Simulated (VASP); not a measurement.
# SnSe in VASP: notebook, part 2 of 2

VASP 6.6.1. The steps go on from the part before.

## (3) Single point, PBE

INCAR

```
  PREC = Accurate
  ENCUT = 520
  EDIFF = 1E-6
  ISMEAR = 0
  SIGMA = 0.05
  LREAL = False
  LASPH = True
  NELM = 80
  ALGO = Normal
  ISIF = 2
  LWAVE = False
  LCHARG = True
  LDIPOL = True
  IDIPOL = 3
  DIPOL = 0.5 0.5 0.500
  GGA = PE
  LELF = True
  LVHAR = True
  LVACPOTAV = True
  NBANDS = 50
```

KPOINTS

```
Automatic mesh
0
Gamma
  9 9 1
```

POSCAR

```
SnSe
1.0
    4.2862137869      0.0000000000      0.0000000000
   -2.1431068935      3.7119700255      0.0000000000
    0.0000000000      0.0000000000     27.2488761576
Se Sn
4 4
Direct
    0.3333333333      0.6666666667      0.2679182305
    0.0000000000      0.0000000000      0.4054172220
    0.6666666667      0.3333333333      0.5433193956
    0.3333333333      0.6666666667      0.6808288753
    0.6666666667      0.3333333333      0.3179081947
    0.3333333333      0.6666666667      0.4570496451
    0.0000000000      0.0000000000      0.5951427538
    0.6666666667      0.3333333333      0.7324156831
```

Potentials or basis: VASP PAW PBE potentials, release 64 (Se, Sn_d).

On the command line:

```console
> cat potpaw_PBE.64/Se/POTCAR potpaw_PBE.64/Sn_d/POTCAR > POTCAR
> mpirun -np 1 vasp_std > vasp.out
```

OUTCAR:

```text
PREC = Accurate
   ENCUT = 520
   EDIFF = 1E-6
   ISMEAR = 0
   LREAL = False
   LASPH = True
   NELM = 80
   ISIF = 2
   GGA = PE

 ion  position               nearest neighbor table
   1  0.333  0.667  0.268-   5 2.82   5 2.82   5 2.82
   2  0.000  0.000  0.405-   6 2.85   6 2.85   6 2.85
   3  0.667  0.333  0.543-   7 2.85   7 2.85   7 2.85
   4  0.333  0.667  0.681-   8 2.85   8 2.85   8 2.85
   5  0.667  0.333  0.318-   1 2.82   1 2.82   1 2.82
   6  0.333  0.667  0.457-   2 2.85   2 2.85   2 2.85
   7  0.000  0.000  0.595-   3 2.85   3 2.85   3 2.85
   8  0.667  0.333  0.732-   4 2.85   4 2.85   4 2.85

  LATTYP: Found a hexagonal cell.
 ALAT       =     4.2862137869
 C/A-ratio  =     6.3573301549

  Lattice vectors:

 A1 = (   4.2862137869,   0.0000000000,   0.0000000000)
 A2 = (  -2.1431068935,   3.7119700255,   0.0000000000)
 A3 = (   0.0000000000,   0.0000000000,  27.2488761576)

Analysis of symmetry for initial positions (statically):
=====================================================================
 Subroutine PRICEL returns:
 Original cell was already a primitive cell.

[... 184 lines left out ...]
      3     -21.6176      2.00000
      4     -21.6176      2.00000
      5     -21.6080      2.00000
      6     -21.2613      2.00000
[... 625 lines left out ...]
     49       4.3065      0.00000
     50       4.7714      0.00000

------------------------ aborting loop because EDIFF is reached ----------------------------------------

  FORCE on cell =-STRESS in cart. coord.  units (eV):
  Direction    XX          YY          ZZ          XY          YZ          ZX
  --------------------------------------------------------------------------------------
  -------------------------------------------------------------------------------------
  Total       -3.1480460     -3.1480460      0.0075450      0.0000000      0.0000000      0.0000000
  in kB      -11.6338850    -11.6338850      0.0278833      0.0000000      0.0000000      0.0000000
  external PRESSURE =      -7.7466289 kB  Pullay stress =       0.0000000 kB

 VOLUME and BASIS-vectors are now :
 -----------------------------------------------------------------------------
  energy-cutoff  :      520.00
  volume of cell :      433.54
      direct lattice vectors                 reciprocal lattice vectors
     4.286213787  0.000000000  0.000000000     0.233306141  0.134699364  0.000000000
    -2.143106894  3.711970025  0.000000000     0.000000000  0.269398727  0.000000000
     0.000000000  0.000000000 27.248876158     0.000000000  0.000000000  0.036698761

 POSITION                                       TOTAL-FORCE (eV/Angst)
 -----------------------------------------------------------------------------------
     -0.00000      2.47465      7.30047         0.000000      0.000000     -0.015461
      0.00000      0.00000     11.04716        -0.000000      0.000000     -0.019074
      2.14311      1.23732     14.80484         0.000000     -0.000000     -0.009842
     -0.00000      2.47465     18.55182        -0.000000      0.000000     -0.011377
      2.14311      1.23732      8.66264         0.000000     -0.000000      0.016556
     -0.00000      2.47465     12.45409        -0.000000      0.000000      0.022896
      0.00000      0.00000     16.21697        -0.000000      0.000000      0.007781
      2.14311      1.23732     19.95750        -0.000000     -0.000000      0.008521
 -----------------------------------------------------------------------------------
    total drift:                                0.000001     -0.000000     -0.000888

  FREE ENERGIE OF THE ION-ELECTRON SYSTEM (eV)
  ---------------------------------------------------
  free  energy   TOTEN  =       -32.0192217504 eV

  energy  without entropy=      -32.0133637622  energy(sigma->0) =      -32.01629276

 vacuum level on the upper side and lower side of the slab         4.103         6.203
```

stdout:

```text
POSCAR found type information on POSCAR SeSn
 POSCAR found :  2 types and       8 ions
 scaLAPACK will be used
 LDA part: xc-table for (Slater+PW92), standard interpolation
 POSCAR, INCAR and KPOINTS ok, starting setup
 FFT: planning ... GRIDC
 FFT: planning ... GRID_SOFT
 FFT: planning ... GRID
 WAVECAR not read
 entering main loop
 -----------------------------------------------------------------------------
|                                                                             |
|           W    W    AA    RRRRR   N    N  II  N    N   GGGG   !!!           |
|           W    W   A  A   R    R  NN   N  II  NN   N  G    G  !!!           |
|           W    W  A    A  R    R  N N  N  II  N N  N  G       !!!           |
|           W WW W  AAAAAA  RRRRR   N  N N  II  N  N N  G  GGG   !            |
|           WW  WW  A    A  R   R   N   NN  II  N   NN  G    G                |
|           W    W  A    A  R    R  N    N  II  N    N   GGGG   !!!           |
|                                                                             |
|     Did not find any points to average over, which means that no vacuum     |
|     field-free region was found. Please increase the size of  your cell     |
|     in the dimension of the dipole correction to obtain accurate            |
|     workfunction values.                                                    |
|                                                                             |
 -----------------------------------------------------------------------------
```

Run time: 11 min. Hardware: 1 thread of Intel Xeon 6975P-C, shared host; peak memory 0.59 GiB.

What came out:

- Free energy: -32.0192 eV
- Largest force: 0.023 eV/Å
- Band gap on the k mesh: zero (band 40 reaches 0.61 eV, above the bottom of band 41 at 0.38 eV)

Forces in eV/Å, atoms in the order of the input:
```
Se   0.000  0.000 -0.015
Se   0.000  0.000 -0.019
Se   0.000  0.000 -0.010
Se   0.000  0.000 -0.011
Sn   0.000  0.000  0.017
Sn   0.000  0.000  0.023
Sn   0.000  0.000  0.008
Sn   0.000  0.000  0.009
```

Caveat: spin-orbit coupling is left out, which moves the levels of the heavy elements.
